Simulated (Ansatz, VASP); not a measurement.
# AlCu3: VASP beside Ansatz

The input INCAR:

```
SYSTEM = AlCu3
  ALGO = Fast
  EDIFF = 1E-6
  ENCUT = 520
  GGA = PS
  ISIF = 2
  ISMEAR = 0
  LASPH = .TRUE.
  LCHARG = .FALSE.
  LREAL = .FALSE.
  LWAVE = .FALSE.
  NBANDS = 26
  NELM = 60
  PREC = Accurate
  SIGMA = 0.1
```

File KPOINTS:

```
k-points
0
G
  12 12 12
  0 0 0
```

POSCAR

```
AlCu3
1.0
    3.5951823442      0.0000000000      0.0000000000
    0.0000000000      3.5951823442      0.0000000000
    0.0000000000      0.0000000000      3.5951823442
Al Cu
1 3
Direct
    0.0000000000      0.0000000000      0.0000000000
    0.5000000000      0.5000000000      0.0000000000
    0.5000000000      0.0000000000      0.5000000000
    0.0000000000      0.5000000000      0.5000000000
```

Input for Ansatz:

```yaml
crystal:
  lattice:
    - [3.5951823442, 0.0, 0.0]
    - [0.0, 3.5951823442, 0.0]
    - [0.0, 0.0, 3.5951823442]
  atoms:
    - { symbol: Al, position: [0.0, 0.0, 0.0] }
    - { symbol: Cu, position: [0.5, 0.5, 0.0] }
    - { symbol: Cu, position: [0.5, 0.0, 0.5] }
    - { symbol: Cu, position: [0.0, 0.5, 0.5] }
basis:
  ecutwfc: 420
kpoints:
  mp_grid: { grid: [12, 12, 12] }
hamiltonian:
  xc: pbesol
scf:
  occupations: { method: gaussian, width: 0.1 }
output:
  forces: true
  stress: true
  eigenvalues: true
```

Alike in both runs: task single point; functional PBEsol; k mesh 12 × 12 × 12; occupations gaussian, width 0.1 eV; no spin polarisation.

|  | VASP | Ansatz |
| --- | --- | --- |
| version | VASP 6.6.1 | Ansatz 0.2.0 |
| potentials or method | VASP PAW PBE potentials, release 64 (Al, Cu), cutoff 520 eV | scalar-relativistic, plane waves, PAW |
| valence electrons in the cell | 36 | 60 |

|  | VASP | Ansatz | Ansatz less VASP |
| --- | --- | --- | --- |
| gap on the k mesh at the Fermi level (eV) | none | none | - |
| pressure (GPa) | 5.6 | 5.0 | -0.65 |

VASP's potentials were made for PBE, not for PBEsol. A gap of «none» marks a metal or a gap that the smearing closes. VASP's potentials hold 36 valence electrons a cell and Ansatz's 60, so a difference there can come from the potentials and not from the codes.
